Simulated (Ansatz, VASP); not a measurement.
**Two plane-wave programs on Te2Mo**

INCAR

```
PREC     = Accurate       # precision mode
ENCUT    = 600            # plane-wave cutoff, eV
EDIFF    = 1E-6           # SCF threshold, eV
ISMEAR   = 0              # smearing method
SIGMA    = 0.02           # smearing width, eV
LREAL    = F              # projectors in reciprocal space
LASPH    = T              # aspherical terms in the spheres
NELM     = 80             # most SCF steps
ALGO     = Normal         # electronic algorithm
ISIF     = 3              # what is computed and relaxed
LWAVE    = F              # write WAVECAR
LCHARG   = F              # write CHGCAR
GGA      = PE             # functional
IBRION   = 2              # ionic algorithm
NSW      = 70             # ionic steps
EDIFFG   = -0.02          # ionic threshold
```

File KPOINTS:

```
Automatic mesh
0
Gamma
  12 12 2
```

The input POSCAR:

```
Te2Mo
1.0
    3.5656545200      0.0000000000      0.0000000000
   -1.7828272600      3.0879473700      0.0000000000
    0.0000000000      0.0000000000     14.6477785100
Te Mo
4 2
Direct
    0.3333333400      0.6666666900      0.6278227000
    0.6666666900      0.3333333400      0.1278227000
    0.6666666900      0.3333333400      0.3721773000
    0.3333333400      0.6666666900      0.8721773000
    0.3333333400      0.6666666900      0.2500000000
    0.6666666900      0.3333333400      0.7500000000
```

Input for Ansatz:

```yaml
crystal:
  lattice:
    - [3.56565452, 0.0, 0.0]
    - [-1.78282726, 3.08794737, 0.0]
    - [0.0, 0.0, 14.64777851]
  atoms:
    - { symbol: Te, position: [0.33333334, 0.66666669, 0.6278227] }
    - { symbol: Te, position: [0.66666669, 0.33333334, 0.1278227] }
    - { symbol: Te, position: [0.66666669, 0.33333334, 0.3721773] }
    - { symbol: Te, position: [0.33333334, 0.66666669, 0.8721773] }
    - { symbol: Mo, position: [0.33333334, 0.66666669, 0.25] }
    - { symbol: Mo, position: [0.66666669, 0.33333334, 0.75] }
basis:
  ecutwfc: 420
kpoints:
  mp_grid: { grid: [12, 12, 2] }
hamiltonian:
  xc: pbe
scf:
  occupations: { method: gaussian, width: 0.02 }
output:
  forces: true
  stress: true
  eigenvalues: true
relax:
  adjacent_minimum: "off"
  f_tol: 0.02
  max_steps: 50
  cell: { stress_tol: 0.1 }
```

Alike in both runs: task relaxation of cell and atoms; functional PBE; k mesh 12 × 12 × 2; occupations gaussian, width 0.02 eV; no spin polarisation.

|  | VASP | Ansatz |
| --- | --- | --- |
| version | VASP 6.6.1 | Ansatz 0.2.0 |
| potentials or method | VASP PAW PBE potentials, release 64 (Te, Mo_sv), cutoff 600 eV | scalar-relativistic, plane waves, PAW |
| valence electrons in the cell | 52 | 92 |

Ansatz gave:

| Item | Value |
| --- | --- |
| gap on the k mesh at the Fermi level, each at its own relaxed structure (eV) | 1.01 |
| relaxed volume (Å³/atom) | 27.90 |
| relaxed length of the cell vector where the two differ most in proportion (Å) | 15.281 |

Problem. Estimate VASP's values.

Solution. gap on the k mesh at the Fermi level, each at its own relaxed structure (eV): 0.97; relaxed volume (Å³/atom): 27.39; relaxed length of the cell vector where the two differ most in proportion (Å): 15.015.

VASP's potentials hold 52 valence electrons a cell and Ansatz's 92, so a difference there can come from the potentials and not from the codes. Ansatz's warnings: structure snapped to symmetry.

Neither program's run includes spin-orbit coupling.
